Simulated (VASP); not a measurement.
# FePt (P4/mmm) in VASP: further runs, part 2 of 2

VASP 6.6.1. Earlier steps stand in the parts before.

### Step 3. Relaxation of cell and atoms, PBEsol+D4, collinear spin, ferromagnetic start

This run uses another cell than the first one, of 13.80 Å³/atom.

Input file INCAR:

```
PREC = Accurate ; ENCUT = 600
EDIFF = 1E-6 ; ISMEAR = -1
SIGMA = 0.05 ; LREAL = False
LASPH = True ; NELM = 150
ALGO = Normal ; ISIF = 3
LWAVE = False ; LCHARG = False
ISPIN = 2 ; MAGMOM = 0 3
LORBIT = 11 ; LMAXMIX = 4
GGA = PS ; IVDW = 13
IBRION = 2 ; NSW = 60
EDIFFG = -0.01
```

Input file KPOINTS:

```
regular mesh
0
Gamma
  10 10 7
```

Input file POSCAR:

```
FePt
1.0
    2.7235000000      0.0000000000      0.0000000000
    0.0000000000      2.7235000000      0.0000000000
    0.0000000000      0.0000000000      3.7200000000
Pt Fe
1 1
Direct
    0.5000000000      0.5000000000      0.5000000000
    0.0000000000      0.0000000000      0.0000000000
```

Potentials or basis: VASP PAW PBE potentials, release 64 (Pt, Fe).

Run with:

```
cat potpaw_PBE.64/Pt/POTCAR potpaw_PBE.64/Fe/POTCAR > POTCAR
mpirun -np 1 vasp_std > vasp.out
```

OUTCAR:

```text
PREC = Accurate
   ENCUT = 600
   EDIFF = 1E-6
   ISMEAR = -1
   LREAL = False
   LASPH = True
   NELM = 150
   ISIF = 3
   ISPIN = 2
   LORBIT = 11
   GGA = PS
   IVDW = 13
   IBRION = 2
   NSW = 60
   EDIFFG = -0.01

 ion  position               nearest neighbor table
   1  0.500  0.500  0.500-   2 2.68   2 2.68   2 2.68   2 2.68   2 2.68   2 2.68   2 2.68   2 2.68

   2  0.000  0.000  0.000-   1 2.68   1 2.68   1 2.68   1 2.68   1 2.68   1 2.68   1 2.68   1 2.68

  LATTYP: Found a simple tetragonal cell.
 ALAT       =     2.7235000000
 C/A-ratio  =     1.3658894804

  Lattice vectors:

 A1 = (   2.7235000000,   0.0000000000,   0.0000000000)
[... 1394 lines left out ...]
  ---------------------------------------------------
  ext. energy  EPLUGINS =         0.00000000
  ---------------------------------------------------
  free energy    TOTEN  =       -16.29206547 eV

  energy without entropy =      -16.28158154  energy(sigma->0) =      -16.28682351

 E-fermi :   9.1413     XC(G=0): -13.4534

 val. band max:        9.1377593302   @ k =   0.3000   0.2000   0.0000
 cond. band min:       9.1489915587   @ k =   0.5000   0.4000   0.1429
 fundamental gap:      0.0112322285
 Fermi energy:         9.1413153527

 spin component 1

 k-point     1 :       0.0000    0.0000    0.0000
  band No.  band energies     occupation
      1      -0.8862      1.00000
      2       2.4312      1.00000
      3       2.5820      1.00000
      4       5.6053      1.00000
      5       5.6053      1.00000
      6       6.1599      1.00000
      7       7.0988      1.00000
      8       7.2680      1.00000
      9       8.7018      0.99985
     10       8.8738      0.99528
     11       8.8738      0.99528
     12      11.3058      0.00000
[... 886 lines left out ...]
  FREE ENERGIE OF THE ION-ELECTRON SYSTEM (eV)
  ---------------------------------------------------
  free  energy   TOTEN  =       -16.9337426990 eV

  energy  without entropy=      -16.9232587742  energy(sigma->0) =      -16.92850074

 reached required accuracy - stopping structural energy minimisation

 total charge

# of ion       s       p       d       tot
------------------------------------------
    1        0.730   0.721   8.075   9.526
    2        0.428   0.492   6.163   7.083
--------------------------------------------------
tot          1.159   1.212  14.238  16.609

 magnetization (x)

# of ion       s       p       d       tot
------------------------------------------
    1       -0.025  -0.063   0.420   0.332
    2        0.003  -0.005   2.836   2.833
--------------------------------------------------
tot         -0.022  -0.069   3.256   3.165
```

OSZICAR:

```text
N       E                     dE             d eps       ncg     rms          rms(c)
DAV:   1     0.101793594251E+03    0.10179E+03   -0.95913E+03  5136   0.149E+03
[... 75 lines left out ...]
   8 F= -.16933687E+02 E0= -.16928428E+02  d E =0.405126E-04  mag=     3.2062
       N       E                     dE             d eps       ncg     rms          rms(c)
DAV:   1    -0.162925191708E+02    0.45402E-03   -0.79854E-03  5096   0.124E+00    0.167E-01
DAV:   2    -0.162920679802E+02    0.45119E-03   -0.10493E-03  5789   0.417E-01    0.953E-02
DAV:   3    -0.162920673527E+02    0.62751E-06   -0.27342E-05  6147   0.650E-02    0.544E-02
DAV:   4    -0.162920660633E+02    0.12894E-05   -0.82103E-06  6485   0.766E-02    0.194E-02
DAV:   5    -0.162920654696E+02    0.59372E-06   -0.89255E-06  6022   0.808E-02
   9 F= -.16933743E+02 E0= -.16928501E+02  d E =-.152601E-04  mag=     3.2046
```

Wall time 2.2 min (1 thread of Intel Xeon 6975P-C (Granite Rapids), shared host); peak memory 0.23 GiB.

Results:

* Free energy: -16.9337 eV
* Relaxed volume: 13.22 Å³/atom
* Relaxed cell: a = 2.680 Å, b = 2.680 Å, c = 3.680 Å, α = 90.00°, β = 90.00°, γ = 90.00°
* Space group after relaxing (to 0.1 Å): P4/mmm (No. 123)
* Energy gained by relaxing: 18.1 meV/atom
* Ionic steps: 9
* Pressure after relaxing: 0.0 GPa
* Net moment: 3.20 μB per cell
* Site moments: Pt +0.33; Fe +2.83 μB
* Valence electrons inside the program's atomic spheres: Pt 9.53; Fe 7.08
* Dispersion energy per atom: -0.321 eV

Step by step:
| step | energy change (eV) | largest force (eV/Å) | pressure (GPa) | volume (Å³) |
| --- | --- | --- | --- | --- |
| 1 | 0.0000 | 0.0000 | -9.51 | 27.59 |
| 2 | 0.1007 | 0.0000 | 23.49 | 24.45 |
| 3 | -0.0360 | 0.0000 | -0.37 | 26.48 |
| 4 | -0.0360 | 0.0000 | -0.05 | 26.44 |
| 5 | -0.0360 | 0.0000 | 0.18 | 26.42 |
| 6 | -0.0361 | 0.0000 | 0.21 | 26.42 |
| 7 | -0.0361 | 0.0000 | 0.22 | 26.42 |
| 8 | -0.0361 | 0.0000 | -0.37 | 26.48 |
| 9 | -0.0361 | 0.0000 | -0.05 | 26.44 |

Final structure:
```xyz
2
Lattice="2.6803 0.0000 0.0000 0.0000 2.6803 0.0000 0.0000 0.0000 3.6802" Properties=species:S:1:pos:R:3 pbc="T T T"
Pt    1.3401    1.3401    1.8401
Fe    0.0000    0.0000    0.0000
```

Levels at points of the mesh, in eV from the Fermi level:
Spin up:
| k point | band 7 | band 8 | band 9 | band 10 | band 11 | band 12 | band 13 | band 14 | band 15 |
| --- | --- | --- | --- | --- | --- | --- | --- | --- | --- |
| (0.00, 0.00, 0.00) | -2.04 | -1.87 | -0.44 | -0.27 | -0.27 | 2.16 | 10.16 | 11.95 | 11.95 |
| (0.50, 0.00, 0.00) | -2.82 | -2.46 | -2.07 | -1.67 | 0.31 | 2.23 | 10.63 | 10.81 | 12.92 |
| (0.50, 0.50, 0.00) | -0.41 | -0.34 | -0.34 | 0.69 | 1.58 | 1.58 | 8.06 | 10.60 | 11.00 |
Spin down:
```tsv
k point	band 5	band 6	band 7	band 8	band 9	band 10	band 11	band 12
(0.00, 0.00, 0.00)	-2.50	-0.88	-0.76	0.53	1.69	1.76	1.76	2.41
(0.50, 0.00, 0.00)	-2.59	-1.41	-1.33	-1.04	0.44	0.69	2.56	2.71
(0.50, 0.50, 0.00)	1.05	1.29	1.67	1.79	1.79	1.83	1.83	1.85
```

Caveat: the PAW data sets were made with another functional, which shifts forces and pressure a little; spin-orbit coupling is left out, which moves the levels of the heavy elements.

### Step 4. Relaxation of cell and atoms, RPBE, collinear spin, ferromagnetic start

This run uses another cell than the first one, of 13.80 Å³/atom.

Input file INCAR:

```
PREC = Accurate
ENCUT = 600
EDIFF = 1E-6
ISMEAR = -1
SIGMA = 0.05
LREAL = F
LASPH = T
NELM = 150
ALGO = Normal
ISIF = 3
LWAVE = F
LCHARG = F
ISPIN = 2
MAGMOM = 0 3
LORBIT = 11
LMAXMIX = 4
GGA = RP
IBRION = 2
NSW = 60
EDIFFG = -0.01
```

KPOINTS is that of step 3.

POSCAR is that of step 3.

Run with:

```
cat potpaw_PBE.64/Pt/POTCAR potpaw_PBE.64/Fe/POTCAR > POTCAR
mpirun -np 1 vasp_std > vasp.out
```

Wall time 10 min (1 thread of Intel Xeon 8259CL, shared host); peak memory 0.22 GiB.

Results (log left out):

- Free energy: -13.7474 eV
- Relaxed volume: 14.35 Å³/atom
- Relaxed cell: a = 2.757 Å, b = 2.757 Å, c = 3.775 Å, α = 90.00°, β = 90.00°, γ = 90.00°
- Space group after relaxing (to 0.1 Å): P4/mmm (No. 123)
- Energy gained by relaxing: 13.2 meV/atom
- Ionic steps: 8
- Pressure after relaxing: 0.0 GPa
- Net moment: 3.37 μB per cell
- Site moments: Pt +0.34; Fe +3.02 μB
- Valence electrons inside the program's atomic spheres: Pt 9.36; Fe 6.89

Stress tensor (GPa, compression positive):
```
 0.03  0.00  0.00
 0.00  0.03  0.00
 0.00  0.00 -0.04
```

The path:
```csv
step,energy change (eV),largest force (eV/Å),pressure (GPa),volume (Å³)
1,0.0000,0.0000,7.97,27.59
2,0.0263,0.0000,-9.16,30.43
3,-0.0263,0.0000,-0.10,28.71
4,-0.0263,0.0000,-0.03,28.69
5,-0.0263,0.0000,0.29,28.67
6,-0.0263,0.0000,0.18,28.67
7,-0.0263,0.0000,0.11,28.68
8,-0.0263,0.0000,0.01,28.70
```

Final structure:
```cif
data_structure
_symmetry_space_group_name_H-M 'P 1'
_symmetry_Int_Tables_number 1
_cell_length_a 2.7574
_cell_length_b 2.7574
_cell_length_c 3.7748
_cell_angle_alpha 90.000
_cell_angle_beta 90.000
_cell_angle_gamma 90.000
_cell_volume 28.70
loop_
_atom_site_label
_atom_site_type_symbol
_atom_site_fract_x
_atom_site_fract_y
_atom_site_fract_z
_atom_site_occupancy
Pt1 Pt 0.50000 0.50000 0.50000 1
Fe1 Fe 0.00000 0.00000 0.00000 1
```

Levels at points of the mesh, in eV from the Fermi level:
Spin up:
```tsv
k point	band 9	band 10	band 11	band 12	band 13	band 14
(0.00, 0.00, 0.00)	-0.59	-0.55	-0.55	2.23	9.25	11.45
(0.50, 0.00, 0.00)	-2.30	-1.59	-0.05	1.88	10.17	10.18
(0.50, 0.50, 0.00)	-0.67	0.46	1.62	1.62	7.21	9.56
```
Spin down:
```csv
k point,band 6,band 7,band 8,band 9,band 10,band 11
"(0.00, 0.00, 0.00)",-0.74,-0.73,0.61,1.61,1.61,1.68
"(0.50, 0.00, 0.00)",-1.33,-1.07,-0.76,0.61,0.73,2.22
"(0.50, 0.50, 0.00)",1.20,1.64,1.66,1.67,1.67,1.72
```

Caveat: the PAW data sets were made with another functional, which shifts forces and pressure a little; spin-orbit coupling is left out, which moves the levels of the heavy elements.

### Step 5. Relaxation of cell and atoms, BLYP, collinear spin, ferromagnetic start

This run uses another cell than the first one, of 13.80 Å³/atom.

Input file INCAR:

```
SYSTEM = FePt
  AGGAC = 1.0
  AGGAX = 1.0
  ALDAC = 0.0
  ALDAX = 1.0
  ALGO = Normal
  EDIFF = 1E-6
  EDIFFG = -0.01
  ENCUT = 600
  GGA = B5
  IBRION = 2
  ISIF = 3
  ISMEAR = -1
  ISPIN = 2
  LASPH = .TRUE.
  LCHARG = .FALSE.
  LMAXMIX = 4
  LORBIT = 11
  LREAL = .FALSE.
  LWAVE = .FALSE.
  MAGMOM = 0 3
  NELM = 150
  NSW = 60
  PREC = Accurate
  SIGMA = 0.05
```

Input file KPOINTS:

```
k-points
0
G
  10 10 7
  0 0 0
```

POSCAR is that of step 4.

Run with:

```
cat potpaw_PBE.64/Pt/POTCAR potpaw_PBE.64/Fe/POTCAR > POTCAR
mpirun -np 1 vasp_std > vasp.out
```

Run time: 8 min. Hardware: 1 thread of Intel Xeon 8259CL, shared host; peak memory 0.23 GiB.

Results (log left out):

```yaml
Free_energy: -12.6557 eV
Relaxed_volume: 14.83 Å³/atom
Relaxed_cell: a = 2.790 Å, b = 2.790 Å, c = 3.811 Å, α = 90.00°, β = 90.00°, γ = 90.00°
Space_group_after_relaxing_to_0.1_Å: P4/mmm (No. 123)
Energy_gained_by_relaxing: 44.3 meV/atom
Ionic_steps: 4
Pressure_after_relaxing: -0.1 GPa
Net_moment: 3.31 μB per cell
Site_moments: Pt +0.35; Fe +2.95 μB
Valence_electrons_inside_the_program's_atomic_spheres: Pt 9.32; Fe 6.91
```

The path:
| step | energy change (eV) | largest force (eV/Å) | pressure (GPa) | volume (Å³) |
| --- | --- | --- | --- | --- |
| 1 | 0.0000 | 0.0000 | 14.91 | 27.59 |
| 2 | 0.0734 | 0.0000 | -13.73 | 33.04 |
| 3 | -0.0885 | 0.0000 | -0.38 | 29.72 |
| 4 | -0.0886 | 0.0000 | -0.06 | 29.66 |

Final structure:
```cif
data_structure
_symmetry_space_group_name_H-M 'P 1'
_symmetry_Int_Tables_number 1
_cell_length_a 2.7899
_cell_length_b 2.7899
_cell_length_c 3.8110
_cell_angle_alpha 90.000
_cell_angle_beta 90.000
_cell_angle_gamma 90.000
_cell_volume 29.66
loop_
_atom_site_label
_atom_site_type_symbol
_atom_site_fract_x
_atom_site_fract_y
_atom_site_fract_z
_atom_site_occupancy
Pt1 Pt 0.50000 0.50000 0.50000 1
Fe1 Fe 0.00000 0.00000 0.00000 1
```

Levels at points of the mesh, in eV from the Fermi level:
Spin up:
| k point | band 9 | band 10 | band 11 | band 12 | band 13 | band 14 |
| --- | --- | --- | --- | --- | --- | --- |
| (0.00, 0.00, 0.00) | -0.60 | -0.52 | -0.52 | 2.43 | 9.01 | 11.31 |
| (0.50, 0.00, 0.00) | -2.14 | -1.56 | 0.04 | 1.78 | 10.13 | 10.18 |
| (0.50, 0.50, 0.00) | -0.61 | 0.39 | 1.80 | 1.80 | 6.93 | 9.22 |
Spin down:
```
           k point  band 5  band 6  band 7  band 8  band 9  band 10  band 11  band 12
(0.00, 0.00, 0.00)   -2.21   -0.78   -0.73    0.51    1.47     1.47     1.52     2.58
(0.50, 0.00, 0.00)   -2.27   -1.33   -1.03   -0.73    0.51     0.62     2.09     2.32
(0.50, 0.50, 0.00)    0.76    1.08    1.46    1.51    1.53     1.53     1.92     1.92
```

Caveat: the PAW data sets were made with another functional, which shifts forces and pressure a little; spin-orbit coupling is left out, which moves the levels of the heavy elements. Zero-point motion and thermal expansion aren't in these numbers.

### Step 6. Single point, LDA, collinear spin, ferromagnetic start

This run uses another cell than the first one, of 13.80 Å³/atom.

Input file INCAR:

```
  PREC = Accurate
  ENCUT = 520
  EDIFF = 1E-6
  ISMEAR = -1
  SIGMA = 0.05
  LREAL = F
  LASPH = T
  NELM = 150
  ALGO = Normal
  ISIF = 2
  LWAVE = F
  LCHARG = F
  ISPIN = 2
  MAGMOM = 0 3
  LORBIT = 11
  LMAXMIX = 4
  NBANDS = 20
```

Input file KPOINTS:

```
regular mesh
0
Gamma
  10 10 7
```

POSCAR is that of step 5.

Potentials or basis: VASP PAW LDA potentials, release 64 (Pt, Fe).

Run with:

```
cat potpaw_LDA.64/Pt/POTCAR potpaw_LDA.64/Fe/POTCAR > POTCAR
mpirun -np 1 vasp_std > vasp.out
```

OUTCAR:

```text
PREC = Accurate
   ENCUT = 520
   EDIFF = 1E-6
   ISMEAR = -1
   LREAL = F
   LASPH = T
   NELM = 150
   ISIF = 2
   ISPIN = 2
   LORBIT = 11

 ion  position               nearest neighbor table
   1  0.500  0.500  0.500-   2 2.68   2 2.68   2 2.68   2 2.68   2 2.68   2 2.68   2 2.68   2 2.68

   2  0.000  0.000  0.000-   1 2.68   1 2.68   1 2.68   1 2.68   1 2.68   1 2.68   1 2.68   1 2.68

  LATTYP: Found a simple tetragonal cell.
 ALAT       =     2.7235000000
 C/A-ratio  =     1.3658894804

  Lattice vectors:

 A1 = (   2.7235000000,   0.0000000000,   0.0000000000)
 A2 = (   0.0000000000,   2.7235000000,   0.0000000000)
 A3 = (   0.0000000000,   0.0000000000,   3.7200000000)

Analysis of symmetry for initial positions (statically):
=====================================================================
 Subroutine PRICEL returns:
 Original cell was already a primitive cell.

 Routine SETGRP: Setting up the symmetry group for a
 simple tetragonal supercell.

[... 749 lines left out ...]
      4       6.1038      1.00000
      5       6.1038      1.00000
      6       7.7054      1.00000
[... 541 lines left out ...]
     19      31.7643      0.00000
     20      32.0415      0.00000

 [... further k-points ...]

------------------------ aborting loop because EDIFF is reached ----------------------------------------

  FORCE on cell =-STRESS in cart. coord.  units (eV):
  Direction    XX          YY          ZZ          XY          YZ          ZX
  --------------------------------------------------------------------------------------
  -------------------------------------------------------------------------------------
  Total       -2.2669757     -2.2669757     -2.0318355      0.0000000     -0.0000000      0.0000000
  in kB     -131.6314729   -131.6314729   -117.9781098      0.0000000     -0.0000000      0.0000000
  external PRESSURE =    -127.0803519 kB  Pullay stress =       0.0000000 kB

 VOLUME and BASIS-vectors are now :
 -----------------------------------------------------------------------------
  energy-cutoff  :      520.00
  volume of cell :       27.59
      direct lattice vectors                 reciprocal lattice vectors
     2.723500000  0.000000000  0.000000000     0.367174592  0.000000000  0.000000000
     0.000000000  2.723500000  0.000000000     0.000000000  0.367174592  0.000000000
     0.000000000  0.000000000  3.720000000     0.000000000  0.000000000  0.268817204

 POSITION                                       TOTAL-FORCE (eV/Angst)
 -----------------------------------------------------------------------------------
      1.36175      1.36175      1.86000         0.000000      0.000000      0.000000
      0.00000      0.00000      0.00000         0.000000      0.000000      0.000000
 -----------------------------------------------------------------------------------
    total drift:                               -0.000000      0.000000      0.000000

  FREE ENERGIE OF THE ION-ELECTRON SYSTEM (eV)
  ---------------------------------------------------
  free  energy   TOTEN  =       -16.9495950372 eV

  energy  without entropy=      -16.9382062478  energy(sigma->0) =      -16.94390064

 total charge

# of ion       s       p       d       tot
------------------------------------------
    1        0.713   0.657   8.050   9.420
    2        0.412   0.449   6.157   7.018
--------------------------------------------------
tot          1.124   1.106  14.207  16.437

 magnetization (x)

# of ion       s       p       d       tot
------------------------------------------
    1       -0.022  -0.050   0.418   0.346
    2        0.002  -0.001   2.797   2.798
--------------------------------------------------
tot         -0.019  -0.051   3.215   3.144
```

OSZICAR:

```text
N       E                     dE             d eps       ncg     rms          rms(c)
DAV:   1     0.897471007342E+02    0.89747E+02   -0.83488E+03  7216   0.101E+03
DAV:   2    -0.147231850867E+02   -0.10447E+03   -0.92397E+02  6868   0.218E+02
DAV:   3    -0.185560319619E+02   -0.38328E+01   -0.37076E+01  7848   0.477E+01
DAV:   4    -0.186033990749E+02   -0.47367E-01   -0.47327E-01  7636   0.445E+00
DAV:   5    -0.186047363480E+02   -0.13373E-02   -0.13372E-02  8136   0.838E-01    0.167E+01
DAV:   6    -0.198218523790E+02   -0.12171E+01   -0.10296E+01  7496   0.659E+01    0.245E+01
DAV:   7    -0.171176607533E+02    0.27042E+01   -0.87495E+00  8728   0.647E+01    0.879E+00
DAV:   8    -0.170370816730E+02    0.80579E-01   -0.33655E-01  8904   0.730E+00    0.421E+00
DAV:   9    -0.169614683082E+02    0.75613E-01   -0.10443E-01  9916   0.592E+00    0.154E+00
DAV:  10    -0.169511859194E+02    0.10282E-01   -0.23109E-02 10376   0.247E+00    0.678E-01
DAV:  11    -0.169497524486E+02    0.14335E-02   -0.17640E-03 10104   0.628E-01    0.244E-01
DAV:  12    -0.169496015607E+02    0.15089E-03   -0.11199E-04  9208   0.113E-01    0.797E-02
DAV:  13    -0.169496002303E+02    0.13303E-05   -0.19000E-05  8212   0.502E-02    0.346E-02
DAV:  14    -0.169495955523E+02    0.46780E-05   -0.39155E-06  6768   0.380E-02    0.129E-02
DAV:  15    -0.169495950372E+02    0.51510E-06   -0.92897E-07  3808   0.213E-02
   1 F= -.16949595E+02 E0= -.16943901E+02  d E =-.113888E-01  mag=     3.1949
```

It took 88 s on 1 thread of Intel Xeon 8259CL, shared host; peak memory 0.19 GiB.

What came out:

```yaml
Free_energy: -16.9496 eV
Pressure: -12.7 GPa
Net_moment: 3.19 μB per cell
Site_moments: Pt +0.35; Fe +2.80 μB
Valence_electrons_inside_the_program's_atomic_spheres: Pt 9.42; Fe 7.02
```

Stress tensor (GPa, compression positive):
```
-13.16   0.00   0.00
  0.00 -13.16   0.00
  0.00   0.00 -11.80
```

Caveat: the cell stands under tension; spin-orbit coupling is left out, which moves the levels of the heavy elements.

### Step 7. The runs side by side

| task | level | potentials or basis | cell | cutoff (eV) | gap on the mesh (eV) | pressure (GPa) | moment (μB) | relaxed volume (Å³/atom) |
| --- | --- | --- | --- | --- | --- | --- | --- | --- |
| single point | PBEsol+D4 | VASP PAW PBE potentials, release 64 (Pt, Fe) | a = 2.682, b = 2.682, c = 3.680 Å, 2 atoms | 520 | none | -0.3 | 3.21 | - |
| relaxation of cell and atoms | PBEsol+D4 | VASP PAW PBE potentials, release 64 (Pt, Fe) | relaxed from a = 2.724, b = 2.724, c = 3.720 Å, 2 atoms | 600 | none | 0.0 | 3.20 | 13.22 |
| relaxation of cell and atoms | RPBE | VASP PAW PBE potentials, release 64 (Pt, Fe) | relaxed from a = 2.724, b = 2.724, c = 3.720 Å, 2 atoms | 600 | none | 0.0 | 3.37 | 14.35 |
| relaxation of cell and atoms | BLYP | VASP PAW PBE potentials, release 64 (Pt, Fe) | relaxed from a = 2.724, b = 2.724, c = 3.720 Å, 2 atoms | 600 | none | -0.1 | 3.31 | 14.83 |
| single point | LDA | VASP PAW LDA potentials, release 64 (Pt, Fe) | a = 2.724, b = 2.724, c = 3.720 Å, 2 atoms | 520 | none | -12.7 | 3.19 | - |

Alike in all rows: spin collinear, ferromagnetic start; k mesh 10 × 10 × 7; smearing fermi-dirac 0.05 eV.

Caveats: spin-orbit coupling is left out, which moves the levels of the heavy elements; the PAW data sets were made with another functional, which shifts forces and pressure a little (at least some runs); the cell stands under tension (at least some runs).

Absolute energies hang on the potentials; compare differences alone.
